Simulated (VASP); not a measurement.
# AlNi (Pm-3m) in VASP: a series of runs

Runs on AlNi. Level: PBE. Tasks: single point, relaxation of cell and atoms.

Program: VASP 6.6.1. These are calculated values, not measurements. Logs are shortened: lines on timing, memory, paths and dates and some standing lists are left out, and cuts for length are marked.

**1. The cell of the first run**

It takes space group Pm-3m (No. 221, cubic). Conventional cell: a = 2.881 Å, b = 2.881 Å, c = 2.881 Å, α = 90.00°, β = 90.00°, γ = 90.00°. Within 3.3 Å of Al (site symmetry m-3m) lie 8 Ni at 2.50 Å and 6 Al at 2.88 Å. Within 3.3 Å of Ni (site symmetry m-3m) lie 8 Al at 2.50 Å and 6 Ni at 2.88 Å.

**2. Single point, PBE**

File INCAR:

```
SYSTEM = AlNi
PREC = Accurate
ENCUT = 520
EDIFF = 1E-6
ISMEAR = 0
SIGMA = 0.1
LREAL = .FALSE.
LASPH = .TRUE.
NELM = 80
ALGO = Fast
ISIF = 2
LWAVE = .FALSE.
LCHARG = .FALSE.
GGA = PE
NBANDS = 14
```

File KPOINTS:

```
regular mesh
0
G
  6 6 6
  0 0 0
```

File POSCAR:

```
AlNi
1.0
    2.8810000000      0.0000000000      0.0000000000
    0.0000000000      2.8810000000      0.0000000000
    0.0000000000      0.0000000000      2.8810000000
Al Ni
1 1
Direct
    0.0000000000      0.0000000000      0.0000000000
    0.5000000000      0.5000000000      0.5000000000
```

Potentials or basis: VASP PAW PBE potentials, release 64 (Al, Ni).

The run is started by

```console
cat potpaw_PBE.64/Al/POTCAR potpaw_PBE.64/Ni/POTCAR > POTCAR
mpirun -np 1 vasp_std > vasp.out
```

OUTCAR:

```text
SYSTEM = AlNi
   PREC = Accurate
   ENCUT = 520
   EDIFF = 1E-6
   ISMEAR = 0
   LREAL = .FALSE.
   LASPH = .TRUE.
   NELM = 80
   ISIF = 2
   GGA = PE

 ion  position               nearest neighbor table
   1  0.000  0.000  0.000-   2 2.50   2 2.50   2 2.50   2 2.50   2 2.50   2 2.50   2 2.50   2 2.50

   2  0.500  0.500  0.500-   1 2.50   1 2.50   1 2.50   1 2.50   1 2.50   1 2.50   1 2.50   1 2.50

  LATTYP: Found a simple cubic cell.
 ALAT       =     2.8810000000

  Lattice vectors:

 A1 = (   2.8810000000,   0.0000000000,   0.0000000000)
 A2 = (   0.0000000000,   2.8810000000,   0.0000000000)
 A3 = (   0.0000000000,   0.0000000000,   2.8810000000)

Analysis of symmetry for initial positions (statically):
=====================================================================
 Subroutine PRICEL returns:
 Original cell was already a primitive cell.

 Routine SETGRP: Setting up the symmetry group for a
 simple cubic supercell.

 Subroutine GETGRP returns: Found 48 space group operations
 (whereof 48 operations were pure point group operations)
 out of a pool of 48 trial point group operations.

The static configuration has the point symmetry O_h .

Analysis of symmetry for dynamics (positions and initial velocities):
=====================================================================
 Subroutine PRICEL returns:
 Original cell was already a primitive cell.

 Routine SETGRP: Setting up the symmetry group for a
 simple cubic supercell.

 Subroutine GETGRP returns: Found 48 space group operations
 (whereof 48 operations were pure point group operations)
 out of a pool of 48 trial point group operations.

The dynamic configuration has the point symmetry O_h .

 Subroutine INISYM returns: Found 48 space group operations
 (whereof 48 operations are pure point group operations),
 and found     1 'primitive' translations

----------------------------------------------------------------------------------------

                                     Primitive cell

  volume of cell :      23.9128

  direct lattice vectors                    reciprocal lattice vectors
     2.881000000  0.000000000  0.000000000     0.347101701  0.000000000  0.000000000
     0.000000000  2.881000000  0.000000000     0.000000000  0.347101701  0.000000000
     0.000000000  0.000000000  2.881000000     0.000000000  0.000000000  0.347101701

  length of vectors
     2.881000000  2.881000000  2.881000000     0.347101701  0.347101701  0.347101701

  position of ions in fractional coordinates (direct lattice)
     0.000000000  0.000000000  0.000000000
     0.500000000  0.500000000  0.500000000

[... 84 lines left out ...]
   EMIN   =  10.00;   EMAX   =-10.00  energy-range for DOS
   EFERMI =   0.00;   METHOD = LEGACY
   ISMEAR =     0;   SIGMA  =   0.10  broadening in eV -4-tet -1-fermi 0-gaus
   EFERMI_NEDOS =   21; number of points for ismear=-14 and -15
   IALGO  =     68    algorithm
   IMIX   =      4    mixing-type and parameters
     AMIX     =   0.40;   BMIX     =  1.00
     AMIX_MAG =   1.60;   BMIX_MAG =  1.00
  volume/ion in A,a.u.               =      11.96        80.69
  Fermi-wavevector in a.u.,A,eV,Ry     =   1.336122  2.524904 24.289410  1.785221
  Thomas-Fermi vector in A             =   2.464773
   LORBIT       =      0    0 simple, 1 ext, 2 COOP (PROOUT), +10 PAW based schemes
   GGA     = PE    functional components
   LHFCALC =     F    Hartree Fock is set to
   AEXX    =    0.0000 exact exchange contribution
   IVDW    =     0    specifies the selected vdW correction
   LEPSILON=     F    determine dielectric tensor
   LRPA    =     F    only Hartree local field effects (RPA)
 non-spin polarized calculation
 RMM-DIIS sequential band-by-band and
 Gauss-broadening in eV      SIGMA  =   0.10
  energy-cutoff  :      520.00
  volume of cell :       23.91
 maximum number of plane-waves:       659
 NGX is ok and might be reduce to    24
   NGX = 11   NGY = 11   NGZ = 11

 number of electron      13.0000015 magnetization

 Free energy of the ion-electron system (eV)
  ---------------------------------------------------
  ext. energy  EPLUGINS =         0.00000000
  ---------------------------------------------------
  free energy    TOTEN  =       -10.51104866 eV

  energy without entropy =      -10.50385009  energy(sigma->0) =      -10.50744938

 E-fermi :  10.0635     XC(G=0): -12.0491

 val. band max:       10.0500692955   @ k =   0.3333   0.1667   0.0000
 cond. band min:      10.3498595007   @ k =   0.3333   0.1667   0.1667
 fundamental gap:      0.2997902052
 Fermi energy:        10.0635328502

 k-point     1 :       0.0000    0.0000    0.0000
  band No.  band energies     occupation
      1      -1.1112      2.00000
      2       6.7834      2.00000
      3       6.7834      2.00000
      4       8.4642      2.00000
      5       8.4642      2.00000
      6       8.4642      2.00000
      7      15.5267      0.00000
      8      15.5267      0.00000
      9      15.5267      0.00000
     10      18.1477      0.00000
     11      18.1477      0.00000
     12      23.7672      0.00000
     13      30.9548      0.00000
     14      30.9548      0.00000
[... 309 lines left out ...]
      1       5.9191      2.00000
      2       5.9191      2.00000
      3       5.9191      2.00000
      4       9.0199      2.00000
      5       9.0199      2.00000
      6      12.0294      0.00000
      7      12.0294      0.00000
      8      12.0294      0.00000
      9      13.7213      0.00000
     10      14.4617      0.00000
     11      14.4617      0.00000
     12      14.4617      0.00000
     13      17.7245      0.00000
     14      37.3580      0.00000

------------------------ aborting loop because EDIFF is reached ----------------------------------------

  FORCE on cell =-STRESS in cart. coord.  units (eV):
  Direction    XX          YY          ZZ          XY          YZ          ZX
  --------------------------------------------------------------------------------------
  -------------------------------------------------------------------------------------
  Total        0.3082932      0.3082932      0.3082932      0.0000000      0.0000000     -0.0000000
  in kB       20.6559305     20.6559305     20.6559305      0.0000000      0.0000000     -0.0000000
  external PRESSURE =      20.6559305 kB  Pullay stress =       0.0000000 kB

 VOLUME and BASIS-vectors are now :
 -----------------------------------------------------------------------------
  energy-cutoff  :      520.00
  volume of cell :       23.91
      direct lattice vectors                 reciprocal lattice vectors
     2.881000000  0.000000000  0.000000000     0.347101701  0.000000000  0.000000000
     0.000000000  2.881000000  0.000000000     0.000000000  0.347101701  0.000000000
     0.000000000  0.000000000  2.881000000     0.000000000  0.000000000  0.347101701

 POSITION                                       TOTAL-FORCE (eV/Angst)
 -----------------------------------------------------------------------------------
      0.00000      0.00000      0.00000         0.000000      0.000000      0.000000
      1.44050      1.44050      1.44050         0.000000      0.000000      0.000000
 -----------------------------------------------------------------------------------
    total drift:                                0.000000      0.000000     -0.000000

  FREE ENERGIE OF THE ION-ELECTRON SYSTEM (eV)
  ---------------------------------------------------
  free  energy   TOTEN  =       -10.5110486644 eV

  energy  without entropy=      -10.5038500941  energy(sigma->0) =      -10.50744938
```

OSZICAR:

```text
N       E                     dE             d eps       ncg     rms          rms(c)
DAV:   1     0.394365397308E+02    0.39437E+02   -0.52915E+03   568   0.953E+02
DAV:   2    -0.103210166537E+02   -0.49758E+02   -0.45204E+02   602   0.176E+02
DAV:   3    -0.119463589112E+02   -0.16253E+01   -0.16112E+01   686   0.354E+01
DAV:   4    -0.119680431418E+02   -0.21684E-01   -0.21678E-01   676   0.373E+00
DAV:   5    -0.119686561310E+02   -0.61299E-03   -0.61298E-03   680   0.664E-01    0.120E+01
RMM:   6    -0.138440194782E+02   -0.18754E+01   -0.13967E+01   662   0.464E+01    0.168E+01
RMM:   7    -0.105242601942E+02    0.33198E+01   -0.39089E+00   617   0.239E+01    0.114E+00
RMM:   8    -0.105198758039E+02    0.43844E-02   -0.75268E-02   592   0.267E+00    0.658E-01
RMM:   9    -0.105146089720E+02    0.52668E-02   -0.24022E-02   622   0.101E+00    0.521E-01
RMM:  10    -0.105109979091E+02    0.36111E-02   -0.64806E-03   667   0.100E+00    0.108E-01
RMM:  11    -0.105111558346E+02   -0.15793E-03   -0.52453E-04   711   0.244E-01    0.102E-01
RMM:  12    -0.105110388617E+02    0.11697E-03   -0.24678E-04   703   0.172E-01    0.140E-02
RMM:  13    -0.105110470939E+02   -0.82322E-05   -0.74654E-05   730   0.557E-02    0.698E-03
RMM:  14    -0.105110485196E+02   -0.14257E-05   -0.11119E-05   686   0.227E-02    0.560E-03
RMM:  15    -0.105110486644E+02   -0.14481E-06   -0.14790E-06   481   0.130E-02
   1 F= -.10511049E+02 E0= -.10507449E+02  d E =-.719857E-02
```

stdout:

```text
POSCAR found type information on POSCAR AlNi
 POSCAR found :  2 types and       2 ions
 scaLAPACK will be used
 LDA part: xc-table for (Slater+PW92), standard interpolation
 POSCAR, INCAR and KPOINTS ok, starting setup
 FFT: planning ... GRIDC
 FFT: planning ... GRID_SOFT
 FFT: planning ... GRID
 WAVECAR not read
 entering main loop
```

Run time: 12 s. Hardware: 1 thread of AMD EPYC 7R43 (Zen 3), shared host; peak memory 0.1 GiB.

Results:

* Free energy: -10.5110 eV
* Pressure: 2.1 GPa

Levels at points of the mesh, in eV from the Fermi level:
```tsv
k point	band 5	band 6	band 7	band 8	band 9	band 10
(0.00, 0.00, 0.00)	-1.60	-1.60	5.46	5.46	5.46	8.08
(0.50, 0.00, 0.00)	-2.30	-1.51	-0.70	8.25	9.98	9.98
(0.50, 0.50, 0.00)	-2.13	-2.13	-1.07	1.43	2.42	12.24
(0.50, 0.50, 0.50)	-1.04	1.97	1.97	1.97	3.66	4.40
```

Caveat: the k points lie up to 0.36 Å⁻¹ apart. Spin polarisation is off, so any magnetic state and its effect on volume and gap are missing.

**3. Single point, PBE**

This run uses another cell than the first one, of 12.11 Å³/atom, 1.013 times its volume.

File INCAR:

```
ALGO = Normal
EDIFF = 1E-7
ENCUT = 520
GGA = PE
ISIF = 2
ISMEAR = 0
LASPH = True
LCHARG = False
LREAL = False
LWAVE = False
NBANDS = 14
NELM = 80
PREC = Accurate
SIGMA = 0.1
```

File KPOINTS:

```
k-points
0
Gamma
  14 14 14
```

File POSCAR:

```
AlNi
1.0
    2.8930835167      0.0000000000      0.0000000000
    0.0000000000      2.8930835167      0.0000000000
    0.0000000000      0.0000000000      2.8930835167
Al Ni
1 1
Direct
    0.0000000000      0.0000000000      0.0000000000
    0.5000000000      0.5000000000      0.5000000000
```

Potentials or basis: VASP PAW PBE potentials, release 64 (Al, Ni).

The run is started by

```console
cat potpaw_PBE.64/Al/POTCAR potpaw_PBE.64/Ni/POTCAR > POTCAR
mpirun -np 1 vasp_std > vasp.out
```

OUTCAR:

```text
EDIFF = 1E-7
   ENCUT = 520
   GGA = PE
   ISIF = 2
   ISMEAR = 0
   LASPH = True
   LREAL = False
   NELM = 80
   PREC = Accurate

 ion  position               nearest neighbor table
   1  0.000  0.000  0.000-   2 2.51   2 2.51   2 2.51   2 2.51   2 2.51   2 2.51   2 2.51   2 2.51

   2  0.500  0.500  0.500-   1 2.51   1 2.51   1 2.51   1 2.51   1 2.51   1 2.51   1 2.51   1 2.51

  LATTYP: Found a simple cubic cell.
 ALAT       =     2.8930835167

  Lattice vectors:

[... 596 lines left out ...]
------------------------ aborting loop because EDIFF is reached ----------------------------------------

  FORCE on cell =-STRESS in cart. coord.  units (eV):
  Direction    XX          YY          ZZ          XY          YZ          ZX
  --------------------------------------------------------------------------------------
  -------------------------------------------------------------------------------------
  Total        0.0033729      0.0033729      0.0033729     -0.0000000     -0.0000000      0.0000000
  in kB        0.2231706      0.2231706      0.2231706     -0.0000000     -0.0000000      0.0000000
  external PRESSURE =       0.2231706 kB  Pullay stress =       0.0000000 kB

 VOLUME and BASIS-vectors are now :
 -----------------------------------------------------------------------------
  energy-cutoff  :      520.00
  volume of cell :       24.21
      direct lattice vectors                 reciprocal lattice vectors
     2.893083517  0.000000000  0.000000000     0.345651964  0.000000000  0.000000000
     0.000000000  2.893083517  0.000000000     0.000000000  0.345651964  0.000000000
     0.000000000  0.000000000  2.893083517     0.000000000  0.000000000  0.345651964

 POSITION                                       TOTAL-FORCE (eV/Angst)
 -----------------------------------------------------------------------------------
      0.00000      0.00000      0.00000         0.000000      0.000000      0.000000
      1.44654      1.44654      1.44654         0.000000      0.000000      0.000000
 -----------------------------------------------------------------------------------
    total drift:                                0.000000      0.000000     -0.000000

  FREE ENERGIE OF THE ION-ELECTRON SYSTEM (eV)
  ---------------------------------------------------
  free  energy   TOTEN  =       -10.5395760998 eV

  energy  without entropy=      -10.5344427015  energy(sigma->0) =      -10.53700940
```

OSZICAR:

```text
N       E                     dE             d eps       ncg     rms          rms(c)
DAV:   1     0.399936852396E+02    0.39994E+02   -0.53712E+03  3408   0.976E+02
DAV:   2    -0.101713231914E+02   -0.50165E+02   -0.45244E+02  3564   0.178E+02
DAV:   3    -0.119345726567E+02   -0.17632E+01   -0.17447E+01  4254   0.372E+01
DAV:   4    -0.119578117976E+02   -0.23239E-01   -0.23233E-01  4036   0.382E+00
DAV:   5    -0.119585123721E+02   -0.70057E-03   -0.70055E-03  4336   0.731E-01    0.118E+01
DAV:   6    -0.138775534369E+02   -0.19190E+01   -0.45924E+01  3942   0.934E+01    0.157E+01
DAV:   7    -0.105658565327E+02    0.33117E+01   -0.13600E+01  3972   0.560E+01    0.100E+00
DAV:   8    -0.105531235311E+02    0.12733E-01   -0.28611E-01  4264   0.559E+00    0.973E-01
DAV:   9    -0.105398941206E+02    0.13229E-01   -0.44292E-02  4248   0.271E+00    0.186E-01
DAV:  10    -0.105395767656E+02    0.31736E-03   -0.15410E-03  4608   0.521E-01    0.683E-02
DAV:  11    -0.105395772681E+02   -0.50246E-06   -0.43735E-05  4110   0.511E-02    0.122E-02
DAV:  12    -0.105395764594E+02    0.80864E-06   -0.25945E-06  4314   0.227E-02    0.379E-03
DAV:  13    -0.105395761029E+02    0.35648E-06   -0.14509E-07  2784   0.548E-03    0.127E-03
DAV:  14    -0.105395760998E+02    0.31569E-08   -0.12323E-07  2226   0.480E-03
   1 F= -.10539576E+02 E0= -.10537009E+02  d E =-.513340E-02
```

Wall time 40 s (1 thread of AMD EPYC 7R43 (Zen 3), shared host); peak memory 0.13 GiB.

Results:

| Quantity | Value |
| --- | --- |
| Free energy | -10.5396 eV |
| Pressure | 0.0 GPa |

**4. Relaxation of cell and atoms, PBE**

File INCAR:

```
ALGO = Normal
EDIFF = 1E-7
EDIFFG = -0.005
ENCUT = 600
GGA = PE
IBRION = 2
ISIF = 3
ISMEAR = 0
LASPH = True
LCHARG = False
LREAL = False
LWAVE = False
NELM = 100
NSW = 100
PREC = Accurate
SIGMA = 0.1
```

KPOINTS is that of step 3.

File POSCAR:

```
AlNi
1.0
    2.8810000000      0.0000000000      0.0000000000
    0.0000000000      2.8810000000      0.0000000000
    0.0000000000      0.0000000000      2.8810000000
Al Ni
1 1
Direct
    0.0000000000      0.0000000000      0.0000000000
    0.5000000000      0.5000000000      0.5000000000
```

The run is started by

```console
cat potpaw_PBE.64/Al/POTCAR potpaw_PBE.64/Ni/POTCAR > POTCAR
mpirun -np 1 vasp_std > vasp.out
```

Run time: 1.7 min. Hardware: 1 thread of AMD EPYC 7R43 (Zen 3), shared host; peak memory 0.14 GiB.

Results (log left out):

| Quantity | Value |
| --- | --- |
| Free energy | -10.5393 eV |
| Relaxed volume | 12.11 Å³/atom |
| Relaxed cell | a = 2.893 Å, b = 2.893 Å, c = 2.893 Å, α = 90.00°, β = 90.00°, γ = 90.00° |
| Space group after relaxing (to 0.05 Å) | Pm-3m (No. 221) |
| Energy gained by relaxing | 0.9 meV/atom |
| Ionic steps | 3 |
| Pressure after relaxing | 0.0 GPa |

Step by step:
```csv
step,energy change (eV),largest force (eV/Å),pressure (GPa),volume (Å³)
1,0.0000,0.0000,2.02,23.91
2,-0.0009,0.0000,-1.44,24.44
3,-0.0019,0.0000,0.01,24.21
```

Final structure:
```
CELL_PARAMETERS angstrom
2.89304 0.00000 0.00000
0.00000 2.89304 0.00000
0.00000 0.00000 2.89304
ATOMIC_POSITIONS crystal
Al 0.00000 0.00000 0.00000
Ni 0.50000 0.50000 0.50000
```

Levels at points of the mesh, in eV from the Fermi level:
| k point | band 3 | band 4 | band 5 | band 6 | band 7 | band 8 | band 9 | band 10 |
| --- | --- | --- | --- | --- | --- | --- | --- | --- |
| (0.00, 0.00, 0.00) | -3.14 | -1.48 | -1.48 | -1.48 | 5.48 | 5.48 | 5.48 | 8.11 |
| (0.50, 0.00, 0.00) | -2.67 | -2.18 | -2.18 | -1.40 | -0.61 | 8.29 | 9.99 | 9.99 |
| (0.50, 0.50, 0.00) | -2.82 | -2.82 | -2.01 | -2.01 | -0.97 | 1.49 | 2.44 | 12.17 |
| (0.50, 0.50, 0.50) | -4.00 | -0.94 | -0.94 | 2.05 | 2.05 | 2.05 | 3.61 | 4.42 |

Spin polarisation is off, so any magnetic state and its effect on volume and gap are missing. Zero-point motion and thermal expansion aren't in these numbers.

**5. Summary**

| task | cell | k mesh | cutoff (eV) | gap on the mesh (eV) | pressure (GPa) |
| --- | --- | --- | --- | --- | --- |
| single point | a = 2.881 Å, 2 atoms | 6 × 6 × 6 | 520 | none | 2.1 |
| single point | a = 2.893 Å, 2 atoms | 14 × 14 × 14 | 520 | none | 0.0 |
| relaxation of cell and atoms | relaxed from a = 2.881 Å, 2 atoms | 14 × 14 × 14 | 600 | none | 0.0 |

Alike in all rows: level PBE; potentials or basis VASP PAW PBE potentials, release 64 (Al, Ni); no spin polarisation; smearing gaussian 0.1 eV.

Caveats: some runs use coarse meshes.

Absolute energies hang on the potentials; compare differences alone.
